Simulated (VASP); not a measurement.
# Ti4HN4: relaxation of the atoms with PBEsol

System: Ti4HN4, a slab with vacuum.

```
N Ti H
1.0
     2.97263    0.00000    0.00000
    -1.48632    2.57437    0.00000
     0.00000    0.00000   27.49500
N Ti H
4 4 1
Direct
  0.33333 0.66667 0.30915
  0.00000 0.00000 0.39742
  0.66667 0.33333 0.48541
  0.33333 0.66667 0.57535
  0.66667 0.33333 0.35329
  0.33333 0.66667 0.44156
  0.00000 0.00000 0.53020
  0.66667 0.33333 0.61386
  0.66667 0.33333 0.68369
```

* Program: VASP 6.6.1
* Task: relaxation of the atoms
* Functional: PBEsol
* Potentials or basis: VASP PAW PBE potentials, release 64 (N, Ti_sv, H)
* Cutoff: 520 eV
* k mesh: 12 × 12 × 1
* Occupations: gaussian, width 0.1 eV
* Spin: no spin polarisation
* Dipole correction: yes
* Atoms held fixed (from 0): [0, 1, 4, 5]
* Further INCAR settings: ALGO = Fast; EDIFF = 1e-07; IBRION = 2; EDIFFG = -0.03; NSW = 90

```yaml
Energy_gained_by_relaxing: 16.2 meV/atom
Ionic_steps: 15
Band_gap_on_the_k_mesh: zero (an odd number of electrons rules out a gap without spin polarisation)
```

The path:
```
step  energy change (eV)  largest force on free atoms (eV/Å)  pressure (GPa)
   1              0.0000                              1.2991           -1.25
   2             -0.1027                              0.5747           -1.53
   3             -0.1047                              0.4512           -1.54
   4             -0.1299                              0.3402           -1.35
   5             -0.1350                              0.3176           -1.19
   6             -0.1393                              0.1229           -1.01
   7             -0.1394                              0.1232           -1.04
   8             -0.1407                              0.0827           -0.99
   9             -0.1408                              0.1220           -0.97
  10             -0.1420                              0.1031           -0.90
  11             -0.1446                              0.0902           -0.71
  12             -0.1453                              0.1068           -0.30
  13             -0.1458                              0.0909           -0.47
  14             -0.1455                              0.1657           -0.37
  15             -0.1461                              0.0254           -0.43
```

Final structure:
```
N Ti H
1.0
     2.97263    0.00000    0.00000
    -1.48632    2.57437    0.00000
     0.00000    0.00000   27.49500
N Ti H
4 4 1
Direct
  0.33333 0.66667 0.30915
  0.00000 0.00000 0.39742
  0.66667 0.33333 0.48520
  0.33333 0.66667 0.57613
  0.66667 0.33333 0.35329
  0.33333 0.66667 0.44156
  0.00000 0.00000 0.52911
  0.66667 0.33333 0.61367
  0.66667 0.33333 0.67657
```

Levels at points of the mesh, in eV from the Fermi level:
```csv
k point,band 32,band 33,band 34,band 35,band 36,band 37
"(0.00, 0.00, 0.00)",-0.49,-0.49,-0.01,-0.01,0.07,0.67
"(0.50, 0.00, 0.00)",-1.26,-0.81,-0.43,0.09,0.41,1.48
```

Run time: 110 min on 1 thread of Oxide Virtual Turin-like Processor (shared host), peak memory 0.42 GiB.

Caveat: the PAW data sets were made with another functional, which shifts forces and pressure a little.
